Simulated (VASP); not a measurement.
Set up this calculation in VASP 6.6.1, as the native input.

```
Task                   : single point
Functional             : PBE
Potentials or basis    : VASP PAW PBE potentials, release 64 (H, Si, Cl)
Cutoff                 : 520 eV
k mesh                 : 1 × 1 × 1
Occupations            : fermi-dirac, width 0.02 eV
Spin                   : no spin polarisation
Dipole correction      : no
Further INCAR settings : LREAL = Auto; ALGO = Normal; EDIFF = 1e-06; NBANDS = 140
```

The structure of Si41H16Cl4 lies in POSCAR:

```
Si41H16Cl4
1.0
    7.6791800000      0.0000000000      0.0000000000
    0.0000000000     15.3583590000      0.0000000000
    0.0000000000      0.0000000000     21.2555000000
H Si Cl
16 41 4
Direct
    0.4093926695      0.0000000000      0.0470466468
    0.0906086327      0.0000000000      0.0470466468
    0.9093939718      0.0000000000      0.0470466468
    0.5906099349      0.0000000000      0.0470466468
    0.4093926695      0.2500006674      0.0470466468
    0.0906086327      0.2500006674      0.0470466468
    0.9093939718      0.2500006674      0.0470466468
    0.5906099349      0.2500006674      0.0470466468
    0.4093926695      0.5000013348      0.0470466468
    0.0906086327      0.5000013348      0.0470466468
    0.9093939718      0.5000013348      0.0470466468
    0.5906099349      0.5000013348      0.0470466468
    0.4093926695      0.7500020022      0.0470466468
    0.0906086327      0.7500020022      0.0470466468
    0.9093939718      0.7500020022      0.0470466468
    0.5906099349      0.7500020022      0.0470466468
    0.2500006511      0.0000000000      0.0877655195
    0.7500019533      0.0000000000      0.0877655195
    0.2500006511      0.2500006674      0.0877655195
    0.7500019533      0.2500006674      0.0877655195
    0.2500006511      0.5000013348      0.0877655195
    0.7500019533      0.5000013348      0.0877655195
    0.2500006511      0.7500020022      0.0877655195
    0.7500019533      0.7500020022      0.0877655195
    0.2496620733      0.1251240448      0.1484509892
    0.7513562646      0.1247398892      0.1484651031
    0.2499615844      0.3774231349      0.1590176660
    0.7501582200      0.3777161349      0.1588530028
    0.2495058066      0.6259653131      0.1479522947
    0.7506009756      0.6251449129      0.1485497871
    0.2500006511      0.8771314696      0.1590741220
    0.7500670645      0.8769166029      0.1589282774
    0.0009115557      0.1275006008      0.2062713180
    0.5032568582      0.1279759120      0.2076309661
   -0.0002083556      0.3775794015      0.2231328362
    0.5004180134      0.3772278015      0.2233351368
    0.0006511112      0.6294943360      0.2068499918
    0.4978265909      0.6282311802      0.2082708005
   -0.0002604445      0.8780820920      0.2234903907
    0.5005873023      0.8779648920      0.2234809814
    0.0014064002      0.0100466463      0.2748512150
    0.4980349464      0.0099880462      0.2751005622
   -0.0020314669      0.2453126665      0.2705323328
    0.5023713469      0.2480733782      0.2752369975
   -0.0045317339      0.5127696260      0.2709980946
    0.5054055251      0.5082053363      0.2755569147
   -0.0004948445      0.7492922909      0.2781209569
    0.5005873023      0.7495852910      0.2786666980
    0.2496230066      0.0367031400      0.3342664252
    0.7502233311      0.0381746513      0.3313824657
    0.2451433617      0.1797652991      0.2947190139
    0.7488690199      0.1808526549      0.2979181859
    0.2544282072      0.5496811215      0.3200395192
    0.7507963090      0.5411320311      0.3321775540
    0.2500136733      0.6902365025      0.3044529651
    0.7503535534      0.6853922349      0.3042083226
    0.0735234752      0.3275415036      0.4022911717
   -0.1580767738      0.2840342513      0.3705252758
    0.2854341219      0.2552811795      0.3736021265
    0.1113921018      0.4480231254      0.3699513067
    0.0825999651      0.3257704811      0.4948225165
```

One way to write it, as run:

INCAR

```
PREC = Accurate
ENCUT = 520
EDIFF = 1E-6
ISMEAR = -1
SIGMA = 0.02
LREAL = Auto
LASPH = True
NELM = 60
ALGO = Normal
ISIF = 2
LWAVE = False
LCHARG = False
GGA = PE
NBANDS = 140
```

KPOINTS

```
regular mesh
0
Gamma
  1 1 1
```

Potentials or basis: VASP PAW PBE potentials, release 64 (H, Si, Cl).

Command:

```sh
$ cat potpaw_PBE.64/H/POTCAR potpaw_PBE.64/Si/POTCAR potpaw_PBE.64/Cl/POTCAR > POTCAR
$ mpirun -np 1 vasp_gam > vasp.out
```

Results of the run:

```yaml
Largest_force: 4.611 eV/Å
```

Caveat: the k points lie up to 0.82 Å⁻¹ apart, too coarse for converged energies, forces and pressures; there is no dipole correction, which matters where the two faces differ.

It took 16 min on 1 thread of Intel(R) Xeon(R) 6975P-C (Granite Rapids) (shared host), peak memory 1.8 GiB.
